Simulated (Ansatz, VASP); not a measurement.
# TaAl3N4: VASP beside Ansatz

```xyz
8
Lattice="4.2182 0.0000 0.0000 0.0000 4.2182 0.0000 0.0000 0.0000 4.2182" Properties=species:S:1:pos:R:3 pbc="T T T"
Ta    2.1091    2.1091    2.1091
Al    0.0000    2.1091    0.0000
Al    0.0000    0.0000    2.1091
Al    2.1091    0.0000    0.0000
N     2.1091    0.0000    2.1091
N     0.0000    0.0000    0.0000
N     2.1091    2.1091    0.0000
N     0.0000    2.1091    2.1091
```

Alike in both runs: functional PBE; k mesh 10 × 10 × 10; occupations gaussian, width 0.1 eV; no spin polarisation.

Ansatz relaxed the structure, and its values are those at the end. VASP's run is a single point on that final structure, the one shown.

```csv
,VASP,Ansatz
version,VASP 6.6.1,Ansatz 0.2.0
potentials or method,"VASP PAW PBE potentials, release 64 (Ta_pv, Al, N), cutoff 520 eV","scalar-relativistic, plane waves, PAW"
valence electrons in the cell,40,42
```

|  | VASP | Ansatz | Ansatz less VASP |
| --- | --- | --- | --- |
| gap on the k mesh at the Fermi level (eV) | none | none | - |
| pressure (GPa) | 0.1 | 0.0 | -0.17 |

A gap of «none» marks a metal or a gap that the smearing closes. The functional is the same, so the differences come from potentials, cutoffs and numerics. VASP's potentials hold 40 valence electrons a cell and Ansatz's 42, so a difference there can come from the potentials and not from the codes.

Neither program's run includes spin-orbit coupling.
